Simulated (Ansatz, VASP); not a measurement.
# One calculation of PtS2, two programs

```
CELL_PARAMETERS angstrom
3.54320 0.00000 0.00000
-1.77160 3.06850 0.00000
0.00000 0.00000 5.03880
ATOMIC_POSITIONS crystal
Pt 0.00000 0.00000 0.00000
S 0.66667 0.33333 0.77300
S 0.33333 0.66667 0.22700
```

Alike in both runs: task single point; functional PBE-based screened hybrid; k mesh 5 × 5 × 3; occupations fermi-dirac, width 0.05 eV; no spin polarisation.

|  | VASP | Ansatz |
| --- | --- | --- |
| version | VASP 6.6.1 | Ansatz 0.2.0 |
| potentials or method | VASP PAW PBE potentials, release 64 (Pt, S) | Ansatz PAW |
| plane-wave cutoff (eV) | 520 | 420 |
| valence electrons in the cell | 22 | 30 |

```tsv
	VASP	Ansatz	Ansatz less VASP
gap on the k mesh at the Fermi level (eV)	2.03	2.06	+0.031
least direct gap on the mesh (eV)	2.33	2.33	+0.007
pressure (GPa)	6.3	6.8	+0.52
traceless stress, the component that is largest in VASP (GPa)	1.15	1.02	-0.125
rms of the force components (eV/Å)	0.399	0.417	+0.0182
```

VASP's potentials were made for PBE, not for PBE-based screened hybrid. Atom by atom the forces differ by 0.018 eV/Å (rms over components). VASP's potentials hold 22 valence electrons a cell and Ansatz's 30, so a difference there can come from the potentials and not from the codes.

Neither program's run includes spin-orbit coupling. Noted on Ansatz's run: odd divisions of the mesh miss points on the zone boundary, where band edges often lie, so the gap on the mesh can be too wide.
